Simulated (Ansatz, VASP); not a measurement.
# One calculation of TaAgS2, two programs

```
Ta Ag S
1.0
     3.35935    0.00000    0.00000
     0.00000    3.35935    0.00000
     0.00000    0.00000    7.41763
Ta Ag S
1 1 2
Cartesian
  0.0000 0.0000 0.0000
  1.6797 1.6797 3.7088
  1.6797 0.0000 5.7269
  0.0000 1.6797 1.6907
```

Change from the starting cell: ordered mixture with vacancies on the cation sites of antifluorite (P-4m2, No. 115).

Alike in both runs: functional PBE; k mesh 14 × 14 × 6; occupations gaussian, width 0.1 eV; no spin polarisation.

Ansatz relaxed the structure, and its values are those at the end. VASP's run is a single point on that final structure, the one shown.

|  | VASP | Ansatz |
| --- | --- | --- |
| version | VASP 6.6.1 | Ansatz 0.2.0 |
| potentials or method | VASP PAW PBE potentials, release 64 (Ta_pv, Ag, S), cutoff 520 eV | scalar-relativistic, plane waves, PAW |
| valence electrons in the cell | 34 | 44 |

|  | VASP | Ansatz | Ansatz less VASP |
| --- | --- | --- | --- |
| gap on the k mesh at the Fermi level (eV) | none | none | - |
| pressure (GPa) | 0.0 | 0.0 | 0.00 |
| rms of the force components (eV/Å) | 0.007 | 0.000 | -0.0065 |

A gap of «none» marks a metal or a gap that the smearing closes. VASP's potentials hold 34 valence electrons a cell and Ansatz's 44, so a difference there can come from the potentials and not from the codes.

Neither program's run includes spin-orbit coupling.
